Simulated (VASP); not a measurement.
# Hf4C3 (P6/mmm) in VASP: further runs

Runs on Hf4C3. Level: PBE. Tasks: single point, relaxation of cell and atoms.

Program: VASP 6.6.1. These are calculated values, not measurements. Logs are shortened: lines on timing, memory, paths and dates and some standing lists are left out, and cuts for length are marked.

### 1 The cell of the first run

The structure is hexagonal, space group P6/mmm (No. 191). The conventional cell has a = 4.306 Å, b = 4.306 Å, c = 6.986 Å, α = 90.00°, β = 90.00°, γ = 120.00°. Hf (site symmetry 3m) has 4 Hf at 2.49 to 2.70 Å and 6 C at 2.64 to 2.83 Å within 3.3 Å. Within 3.0 Å of C (site symmetry 6mm) lie 2 C at 2.24 to 2.50 Å and 6 Hf at 2.64 Å. C (site symmetry 6/mmm) has 2 C at 2.24 Å and 12 Hf at 2.83 Å within 3.0 Å.

### 2 Single point, PBE

INCAR

```
SYSTEM = Hf4C3
PREC = Accurate ; ENCUT = 520
EDIFF = 1E-6 ; ISMEAR = 0
SIGMA = 0.1 ; LREAL = .False.
LASPH = .True. ; NELM = 60
ALGO = Normal ; ISIF = 2
LWAVE = .False. ; LCHARG = .False.
GGA = PE ; NBANDS = 35
```

KPOINTS

```
regular mesh
0
Gamma
  6 6 4
  0 0 0
```

POSCAR

```
Hf4C3
1.0
    4.3057885900      0.0000000000      0.0000000000
   -2.1528942900      3.7289223000      0.0000000000
    0.0000000000      0.0000000000      6.9858642800
Hf C
4 3
Direct
    0.3333333300      0.6666666700      0.6933360900
    0.6666666700      0.3333333300      0.6933360900
    0.6666666700      0.3333333300      0.3066639100
    0.3333333300      0.6666666700      0.3066639100
    0.0000000000      0.0000000000      0.1788885000
    0.0000000000      0.0000000000      0.8211115000
    0.0000000000      0.0000000000      0.5000000000
```

Potentials or basis: VASP PAW PBE potentials, release 64 (Hf_pv, C).

The run is started by

```console
$ cat potpaw_PBE.64/Hf_pv/POTCAR potpaw_PBE.64/C/POTCAR > POTCAR
$ mpirun -np 1 vasp_std > vasp.out
```

OUTCAR:

```text
SYSTEM = Hf4C3
   PREC = Accurate
   ENCUT = 520
   EDIFF = 1E-6
   ISMEAR = 0
   LREAL = .False.
   LASPH = .True.
   NELM = 60
   ISIF = 2
   GGA = PE

 ion  position               nearest neighbor table
   1  0.333  0.667  0.693-   2 2.49   2 2.49   2 2.49   6 2.64   6 2.64   6 2.64   4 2.70   7 2.83
                             7 2.83   7 2.83   3 3.67   3 3.67   3 3.67
   2  0.667  0.333  0.693-   1 2.49   1 2.49   1 2.49   6 2.64   6 2.64   6 2.64   3 2.70   7 2.83
                             7 2.83   7 2.83   4 3.67   4 3.67   4 3.67
   3  0.667  0.333  0.307-   4 2.49   4 2.49   4 2.49   5 2.64   5 2.64   5 2.64   2 2.70   7 2.83
                             7 2.83   7 2.83   1 3.67   1 3.67   1 3.67
   4  0.333  0.667  0.307-   3 2.49   3 2.49   3 2.49   5 2.64   5 2.64   5 2.64   1 2.70   7 2.83
                             7 2.83   7 2.83   2 3.67   2 3.67   2 3.67
   5  0.000  0.000  0.179-   3 2.64   4 2.64   4 2.64   3 2.64   3 2.64   4 2.64
   6  0.000  0.000  0.821-   1 2.64   2 2.64   1 2.64   2 2.64   2 2.64   1 2.64
   7  0.000  0.000  0.500-   1 2.83   2 2.83   3 2.83   4 2.83   1 2.83   4 2.83   2 2.83   3 2.83
                             2 2.83   3 2.83   1 2.83   4 2.83

  LATTYP: Found a hexagonal cell.
 ALAT       =     4.3057885900
 C/A-ratio  =     1.6224355037

  Lattice vectors:

 A1 = (   4.3057885900,   0.0000000000,   0.0000000000)
 A2 = (  -2.1528942900,   3.7289223000,   0.0000000000)
 A3 = (   0.0000000000,   0.0000000000,   6.9858642800)

Analysis of symmetry for initial positions (statically):
=====================================================================
 Subroutine PRICEL returns:
 Original cell was already a primitive cell.

 Routine SETGRP: Setting up the symmetry group for a
 hexagonal supercell.

 Subroutine GETGRP returns: Found 24 space group operations
 (whereof 24 operations were pure point group operations)
 out of a pool of 24 trial point group operations.

The static configuration has the point symmetry D_6h.

Analysis of symmetry for dynamics (positions and initial velocities):
=====================================================================
 Subroutine PRICEL returns:
 Original cell was already a primitive cell.

 Routine SETGRP: Setting up the symmetry group for a
 hexagonal supercell.

 Subroutine GETGRP returns: Found 24 space group operations
 (whereof 24 operations were pure point group operations)
 out of a pool of 24 trial point group operations.

The dynamic configuration has the point symmetry D_6h.

 Subroutine INISYM returns: Found 24 space group operations
[... 107 lines left out ...]
   IBRION =     -1    ionic relax: 0-MD 1-quasi-New 2-CG
   NFREE  =      0    steps in history (QN), initial steepest desc. (CG)
   ISIF   =      2    stress and relaxation
   ISYM   =      2    0-nonsym 1-usesym 2-fastsym
   POTIM  = 0.5000    time-step for ionic-motion
   TEBEG  =    0.0;   TEEND  =   0.0 temperature during run
   PSTRESS=    0.0 pullay stress
   NELECT =      52.0000    total number of electrons
   NUPDOWN=      -1.0000    fix difference up-down
   EMIN   =  10.00;   EMAX   =-10.00  energy-range for DOS
   EFERMI =   0.00;   METHOD = LEGACY
   ISMEAR =     0;   SIGMA  =   0.10  broadening in eV -4-tet -1-fermi 0-gaus
   EFERMI_NEDOS =   21; number of points for ismear=-14 and -15
   IALGO  =     38    algorithm
   IMIX   =      4    mixing-type and parameters
     AMIX     =   0.40;   BMIX     =  1.00
     AMIX_MAG =   1.60;   BMIX_MAG =  1.00
  volume/ion in A,a.u.               =      16.02       108.13
  Fermi-wavevector in a.u.,A,eV,Ry     =   1.267041  2.394360 21.842685  1.605392
  Thomas-Fermi vector in A             =   2.400210
   LORBIT       =      0    0 simple, 1 ext, 2 COOP (PROOUT), +10 PAW based schemes
   GGA     = PE    functional components
   LHFCALC =     F    Hartree Fock is set to
   AEXX    =    0.0000 exact exchange contribution
   IVDW    =     0    specifies the selected vdW correction
   LEPSILON=     F    determine dielectric tensor
   LRPA    =     F    only Hartree local field effects (RPA)
 non-spin polarized calculation
 Gauss-broadening in eV      SIGMA  =   0.10
  energy-cutoff  :      520.00
  volume of cell :      112.16
 maximum number of plane-waves:      3042
   NGX = 17   NGY = 17   NGZ = 25

 number of electron      51.9999999 magnetization

 Free energy of the ion-electron system (eV)
  ---------------------------------------------------
  ext. energy  EPLUGINS =         0.00000000
  ---------------------------------------------------
  free energy    TOTEN  =       -51.50935014 eV

  energy without entropy =      -51.47044810  energy(sigma->0) =      -51.48989912

 E-fermi :   4.9587     XC(G=0): -11.1907

 val. band max:        4.9580427030   @ k =   0.1667   0.1667   0.5000
 cond. band min:       4.9718763108   @ k =   0.1667  -0.0000   0.5000
 fundamental gap:      0.0138336078
 Fermi energy:         4.9587405032

 k-point     1 :       0.0000    0.0000    0.0000
  band No.  band energies     occupation
      1     -26.9082      2.00000
      2     -26.9082      2.00000
      3     -26.7836      2.00000
      4     -26.7836      2.00000
      5     -26.4293      2.00000
      6     -25.7089      2.00000
[... 787 lines left out ...]
     34       6.9446      0.00000
     35       7.6003      0.00000

------------------------ aborting loop because EDIFF is reached ----------------------------------------

  FORCE on cell =-STRESS in cart. coord.  units (eV):
  Direction    XX          YY          ZZ          XY          YZ          ZX
  --------------------------------------------------------------------------------------
  -------------------------------------------------------------------------------------
  Total        7.1017629      7.1017629     -0.8435492      0.0000000     -0.0000000     -0.0000000
  in kB      101.4426465    101.4426464    -12.0493827      0.0000001     -0.0000000     -0.0000000
  external PRESSURE =      63.6119701 kB  Pullay stress =       0.0000000 kB

 VOLUME and BASIS-vectors are now :
 -----------------------------------------------------------------------------
  energy-cutoff  :      520.00
  volume of cell :      112.16
      direct lattice vectors                 reciprocal lattice vectors
     4.305788590  0.000000000  0.000000000     0.232245494  0.134086998  0.000000000
    -2.152894290  3.728922300  0.000000000     0.000000000  0.268173998  0.000000000
     0.000000000  0.000000000  6.985864280     0.000000000  0.000000000  0.143146211

 POSITION                                       TOTAL-FORCE (eV/Angst)
 -----------------------------------------------------------------------------------
     -0.00000      2.48595      4.84355         0.000000      0.000000      2.088970
      2.15289      1.24297      4.84355        -0.000000     -0.000000      2.088970
      2.15289      1.24297      2.14231        -0.000000     -0.000000     -2.088970
     -0.00000      2.48595      2.14231         0.000000      0.000000     -2.088970
      0.00000      0.00000      1.24969         0.000000     -0.000000      1.645818
      0.00000      0.00000      5.73617         0.000000     -0.000000     -1.645818
      0.00000      0.00000      3.49293         0.000000     -0.000000     -0.000000
 -----------------------------------------------------------------------------------
    total drift:                                0.000000      0.000000      0.000000

  FREE ENERGIE OF THE ION-ELECTRON SYSTEM (eV)
  ---------------------------------------------------
  free  energy   TOTEN  =       -51.5093501397 eV

  energy  without entropy=      -51.4704480976  energy(sigma->0) =      -51.48989912
```

OSZICAR:

```text
N       E                     dE             d eps       ncg     rms          rms(c)
DAV:   1     0.234209339247E+03    0.23421E+03   -0.28646E+04  1470   0.143E+03
DAV:   2    -0.363766892885E+02   -0.27059E+03   -0.26072E+03  1696   0.351E+02
DAV:   3    -0.541668248486E+02   -0.17790E+02   -0.17185E+02  2028   0.584E+01
DAV:   4    -0.547104482366E+02   -0.54362E+00   -0.53613E+00  1924   0.983E+00
DAV:   5    -0.547254095080E+02   -0.14961E-01   -0.14906E-01  2033   0.155E+00    0.783E+01
DAV:   6    -0.526679918613E+02    0.20574E+01   -0.25857E+01  1910   0.149E+01    0.551E+01
DAV:   7    -0.542766202263E+02   -0.16086E+01   -0.26610E+01  1913   0.136E+01    0.942E+00
DAV:   8    -0.514862902055E+02    0.27903E+01   -0.12419E+01  1903   0.101E+01    0.520E+00
DAV:   9    -0.515110329368E+02   -0.24743E-01   -0.71238E-01  1760   0.330E+00    0.338E+00
DAV:  10    -0.515128154914E+02   -0.17826E-02   -0.48152E-02  1953   0.767E-01    0.272E+00
DAV:  11    -0.515148147470E+02   -0.19993E-02   -0.23449E-02  2059   0.472E-01    0.145E+00
DAV:  12    -0.515113522491E+02    0.34625E-02   -0.98986E-03  1931   0.367E-01    0.540E-01
DAV:  13    -0.515097795476E+02    0.15727E-02   -0.39414E-03  1969   0.211E-01    0.284E-01
DAV:  14    -0.515096003757E+02    0.17917E-03   -0.38736E-04  2036   0.671E-02    0.200E-01
DAV:  15    -0.515094550078E+02    0.14537E-03   -0.14432E-04  1865   0.365E-02    0.113E-01
DAV:  16    -0.515093597842E+02    0.95224E-04   -0.21355E-04  1889   0.447E-02    0.341E-02
DAV:  17    -0.515093504932E+02    0.92909E-05   -0.36484E-05  1862   0.200E-02    0.111E-02
DAV:  18    -0.515093501397E+02    0.35352E-06   -0.24269E-06  1598   0.546E-03
   1 F= -.51509350E+02 E0= -.51489899E+02  d E =-.389020E-01
```

Run time: 50 s. Hardware: 1 thread of Intel Xeon 6975P-C (Granite Rapids), shared host; peak memory 0.25 GiB.

What came out:

* Free energy: -51.5094 eV
* Pressure: 6.4 GPa
* Largest force: 2.089 eV/Å
* Band gap on the k mesh: zero (band 26 reaches 5.37 eV, above the bottom of band 27 at 4.72 eV)

Forces on the atoms (eV/Å):
```
Hf   0.000  0.000  2.089
Hf   0.000  0.000  2.089
Hf   0.000  0.000 -2.089
Hf   0.000  0.000 -2.089
C    0.000  0.000  1.646
C    0.000  0.000 -1.646
C    0.000  0.000  0.000
```

Caveat: spin-orbit coupling is left out, which moves the levels of the heavy elements; forces of over 1 eV/Å act on the atoms, so gaps and moduli don't describe the material at rest.

### 3 Single point, PBE

This run uses another cell than the first one, of 16.21 Å³/atom, 1.012 times its volume.

INCAR

```
PREC = Accurate ; ENCUT = 520
EDIFF = 1E-7 ; ISMEAR = 0
SIGMA = 0.1 ; LREAL = False
LASPH = True ; NELM = 80
ALGO = Normal ; ISIF = 2
LWAVE = False ; LCHARG = False
GGA = PE ; NBANDS = 35
```

KPOINTS

```
Automatic mesh
0
Gamma
  6 6 4
```

POSCAR

```
Hf4C3
1.0
    4.6956594225     -0.0000000031      0.0000000000
   -2.3478297085      4.0665603490      0.0000000000
    0.0000000000      0.0000000000      5.9431144562
Hf C
4 3
Direct
    0.3333333333      0.6666666667      0.7552405374
    0.6666666667      0.3333333333      0.7552405374
    0.6666666667      0.3333333333      0.2447594626
    0.3333333333      0.6666666667      0.2447594626
    0.0000000000      0.0000000000      0.2715245058
    0.0000000000      0.0000000000      0.7284754942
    0.0000000000      0.0000000000      0.5000000000
```

Potentials or basis: VASP PAW PBE potentials, release 64 (Hf_pv, C).

The run is started by

```console
$ cat potpaw_PBE.64/Hf_pv/POTCAR potpaw_PBE.64/C/POTCAR > POTCAR
$ mpirun -np 1 vasp_std > vasp.out
```

Run time: 42 s. Hardware: 1 thread of Intel Xeon 6975P-C (Granite Rapids), shared host; peak memory 0.27 GiB.

The run converged. Its results:

```yaml
Free_energy: -58.8932 eV
Pressure: -0.2 GPa
Largest_force: 0.046 eV/Å
Band_gap_on_the_k_mesh: zero (band 26 reaches 5.35 eV, above the bottom of band 27 at 4.43 eV)
```

Forces in eV/Å, atoms in the order of the input:
```
Hf   0.000  0.000  0.001
Hf   0.000  0.000  0.001
Hf   0.000  0.000 -0.001
Hf   0.000  0.000 -0.001
C    0.000  0.000 -0.046
C    0.000  0.000  0.046
C    0.000  0.000  0.000
```

Levels at points of the mesh, in eV from the Fermi level:
| k point | band 22 | band 23 | band 24 | band 25 | band 26 | band 27 | band 28 | band 29 | band 30 | band 31 |
| --- | --- | --- | --- | --- | --- | --- | --- | --- | --- | --- |
| (0.00, 0.00, 0.00) | -1.64 | -1.64 | -0.30 | 0.11 | 0.41 | 0.41 | 0.79 | 0.79 | 1.11 | 2.02 |
| (0.50, 0.00, 0.00) | -2.13 | -2.00 | -1.09 | -1.05 | -0.42 | -0.40 | -0.14 | 1.44 | 1.45 | 2.78 |
| (0.00, 0.00, 0.50) | -0.67 | -0.51 | -0.51 | -0.32 | -0.32 | 0.66 | 1.29 | 1.90 | 1.90 | 1.91 |
| (0.50, 0.00, 0.50) | -1.54 | -0.91 | -0.84 | -0.36 | -0.25 | -0.04 | 0.48 | 0.92 | 1.25 | 1.59 |

Caveat: spin-orbit coupling is left out, which moves the levels of the heavy elements.

### 4 Single point, PBE

This run uses another cell than the first one, of 16.25 Å³/atom, 1.014 times its volume.

INCAR

```
  PREC = Accurate
  ENCUT = 520
  EDIFF = 1E-6
  ISMEAR = 0
  SIGMA = 0.1
  LREAL = F
  LASPH = T
  NELM = 80
  ALGO = Normal
  ISIF = 2
  LWAVE = F
  LCHARG = F
  GGA = PE
  NBANDS = 35
```

KPOINTS

```
Automatic mesh
0
Gamma
  12 12 6
```

POSCAR

```
Hf4C3
1.0
    4.7053605998      0.0000000000      0.0000000000
   -2.3526802999      4.0749618134      0.0000000000
    0.0000000000      0.0000000000      5.9309067851
Hf C
4 3
Direct
    0.3333333333      0.6666666667      0.7542125740
    0.6666666667      0.3333333333      0.7542125740
    0.6666666667      0.3333333333      0.2457874260
    0.3333333333      0.6666666667      0.2457874260
    0.0000000000      0.0000000000      0.2709830766
    0.0000000000      0.0000000000      0.7290169234
    0.0000000000      0.0000000000      0.5000000000
```

The run is started by

```console
$ cat potpaw_PBE.64/Hf_pv/POTCAR potpaw_PBE.64/C/POTCAR > POTCAR
$ mpirun -np 1 vasp_std > vasp.out
```

Wall time 2.2 min (1 thread of Intel Xeon 6975P-C (Granite Rapids), shared host); peak memory 0.39 GiB.

It converged, with:

* Free energy: -58.8741 eV
* Pressure: -0.4 GPa
* Largest force: 0.053 eV/Å
* Band gap on the k mesh: zero (band 26 reaches 5.48 eV, above the bottom of band 27 at 4.41 eV)

Forces on the atoms (eV/Å):
```
Hf   0.000  0.000  0.003
Hf   0.000  0.000  0.003
Hf   0.000  0.000 -0.003
Hf   0.000  0.000 -0.003
C    0.000  0.000 -0.053
C    0.000  0.000  0.053
C    0.000  0.000  0.000
```

Stress tensor (GPa, compression positive):
```
-0.57  0.00  0.00
 0.00 -0.57  0.00
 0.00  0.00 -0.18
```

Levels at points of the mesh, in eV from the Fermi level:
| k point | band 24 | band 25 | band 26 | band 27 | band 28 | band 29 |
| --- | --- | --- | --- | --- | --- | --- |
| (0.00, 0.00, 0.00) | -0.33 | 0.07 | 0.41 | 0.41 | 0.76 | 0.76 |
| (0.50, 0.00, 0.00) | -1.09 | -1.04 | -0.42 | -0.42 | -0.16 | 1.41 |
| (0.00, 0.00, 0.50) | -0.54 | -0.32 | -0.32 | 0.62 | 1.27 | 1.90 |
| (0.50, 0.00, 0.50) | -0.83 | -0.35 | -0.24 | -0.06 | 0.50 | 0.89 |

Caveat: spin-orbit coupling is left out, which moves the levels of the heavy elements.

### 5 Relaxation of cell and atoms, PBE

INCAR

```
SYSTEM = Hf4C3
PREC = Accurate
ENCUT = 600
EDIFF = 1E-6
ISMEAR = 0
SIGMA = 0.1
LREAL = .False.
LASPH = .True.
NELM = 60
ALGO = Normal
ISIF = 3
LWAVE = .False.
LCHARG = .False.
GGA = PE
IBRION = 2
NSW = 90
EDIFFG = -0.04
```

KPOINTS

```
regular mesh
0
Gamma
  6 6 4
  0 0 0
```

POSCAR

```
Hf4C3
1.0
    4.3057885900      0.0000000000      0.0000000000
   -2.1528942900      3.7289223000      0.0000000000
    0.0000000000      0.0000000000      6.9858642800
Hf C
4 3
Direct
    0.3333333300      0.6666666700      0.6933360900
    0.6666666700      0.3333333300      0.6933360900
    0.6666666700      0.3333333300      0.3066639100
    0.3333333300      0.6666666700      0.3066639100
    0.0000000000      0.0000000000      0.1788885000
    0.0000000000      0.0000000000      0.8211115000
    0.0000000000      0.0000000000      0.5000000000
```

The run is started by

```console
$ cat potpaw_PBE.64/Hf_pv/POTCAR potpaw_PBE.64/C/POTCAR > POTCAR
$ mpirun -np 1 vasp_std > vasp.out
```

Wall time 11 min (1 thread of Intel Xeon 6975P-C (Granite Rapids), shared host); peak memory 0.3 GiB.

The run converged. Its results:

```
Free energy                            : -58.9011 eV
Relaxed volume                         : 16.17 Å³/atom
Relaxed cell                           : a = 4.696 Å, b = 4.696 Å, c = 5.929 Å, α = 90.00°, β = 90.00°, γ = 120.00°
Space group after relaxing (to 0.05 Å) : P6/mmm (No. 191)
Energy gained by relaxing              : 1055.8 meV/atom
Ionic steps                            : 19
Pressure after relaxing                : -0.1 GPa
Largest force after relaxing           : 0.025 eV/Å
Band gap on the k mesh                 : zero (band 26 reaches 5.36 eV, above the bottom of band 27 at 4.44 eV)
```

Forces in eV/Å, atoms in the order of the input:
```
Hf   0.000  0.000  0.019
Hf   0.000  0.000  0.019
Hf   0.000  0.000 -0.019
Hf   0.000  0.000 -0.019
C    0.000  0.000 -0.025
C    0.000  0.000  0.025
C    0.000  0.000  0.000
```

Stress tensor (GPa, compression positive):
```
-0.18  0.00  0.00
 0.00 -0.18  0.00
 0.00  0.00  0.20
```

Step by step:
| step | energy change (eV) | largest force (eV/Å) | pressure (GPa) | volume (Å³) |
| --- | --- | --- | --- | --- |
| 1 | 0.0000 | 2.0891 | 6.34 | 112.16 |
| 2 | -1.1255 | 2.2089 | -5.83 | 122.66 |
| 3 | -1.3241 | 2.8171 | -14.01 | 133.75 |
| 4 | -1.9803 | 3.3916 | -15.51 | 133.00 |
| 5 | -4.5984 | 4.9339 | -17.02 | 130.20 |
| 6 | 0.5859 | 20.7683 | 24.78 | 122.01 |
| 7 | -4.8857 | 5.1349 | -16.33 | 129.23 |
| 8 | -6.3534 | 1.9884 | -8.10 | 125.95 |
| 9 | -6.3446 | 3.2018 | -10.45 | 126.54 |
| 10 | -6.3685 | 2.6816 | -9.41 | 126.26 |
| 11 | -6.9794 | 0.7086 | -2.70 | 118.84 |
| 12 | -7.0477 | 1.4329 | 0.88 | 115.87 |
| 13 | -7.3541 | 0.0595 | 0.63 | 112.74 |
| 14 | -7.3740 | 0.3209 | 0.88 | 111.62 |
| 15 | -7.3741 | 0.2928 | 0.85 | 111.71 |
| 16 | -7.3832 | 0.2398 | 0.38 | 112.31 |
| 17 | -7.3899 | 0.1390 | -0.42 | 113.40 |
| 18 | -7.3903 | 0.1448 | 0.21 | 113.08 |
| 19 | -7.3907 | 0.0246 | -0.05 | 113.21 |

Final structure:
```yaml
crystal:
  lattice:
    - [4.69565, 0.00000, 0.00000]
    - [-2.34783, 4.06656, 0.00000]
    - [0.00000, 0.00000, 5.92875]
  atoms:
    - { symbol: Hf, position: [0.33333, 0.66667, 0.75498] }
    - { symbol: Hf, position: [0.66667, 0.33333, 0.75498] }
    - { symbol: Hf, position: [0.66667, 0.33333, 0.24502] }
    - { symbol: Hf, position: [0.33333, 0.66667, 0.24502] }
    - { symbol: C, position: [0.00000, 0.00000, 0.27098] }
    - { symbol: C, position: [0.00000, 0.00000, 0.72902] }
    - { symbol: C, position: [0.00000, 0.00000, 0.50000] }
```

Levels at points of the mesh, in eV from the Fermi level:
```tsv
k point	band 23	band 24	band 25	band 26	band 27	band 28	band 29	band 30
(0.00, 0.00, 0.00)	-1.66	-0.31	0.10	0.41	0.41	0.79	0.79	1.11
(0.50, 0.00, 0.00)	-2.01	-1.10	-1.05	-0.41	-0.41	-0.15	1.44	1.47
(0.00, 0.00, 0.50)	-0.52	-0.52	-0.33	-0.33	0.65	1.30	1.91	1.91
(0.50, 0.00, 0.50)	-0.92	-0.84	-0.35	-0.24	-0.05	0.49	0.92	1.26
```

Caveat: spin-orbit coupling is left out, which moves the levels of the heavy elements.

### 6 Summary

| task | cell | k mesh | cutoff (eV) | gap on the mesh (eV) | pressure (GPa) | largest force (eV/Å) |
| --- | --- | --- | --- | --- | --- | --- |
| single point | a = 4.306, b = 4.306, c = 6.986 Å, angles 90.0, 90.0, 120.0°, 7 atoms | 6 × 6 × 4 | 520 | none | 6.4 | 2.09 |
| single point | a = 4.696, b = 4.696, c = 5.943 Å, angles 90.0, 90.0, 120.0°, 7 atoms | 6 × 6 × 4 | 520 | none | -0.2 | 0.05 |
| single point | a = 4.705, b = 4.705, c = 5.931 Å, angles 90.0, 90.0, 120.0°, 7 atoms | 12 × 12 × 6 | 520 | none | -0.4 | 0.05 |
| relaxation of cell and atoms | relaxed from a = 4.306, b = 4.306, c = 6.986 Å, angles 90.0, 90.0, 120.0°, 7 atoms | 6 × 6 × 4 | 600 | none | -0.1 | 0.02 |

Alike in all rows: level PBE; potentials or basis VASP PAW PBE potentials, release 64 (Hf_pv, C); no spin polarisation; smearing gaussian 0.1 eV.

Caveats: spin-orbit coupling is left out, which moves the levels of the heavy elements; forces of over 1 eV/Å act on the atoms, so gaps and moduli don't describe the material at rest (some runs).

Total energies depend on the potentials used, so only differences within one code and one set of settings carry meaning.
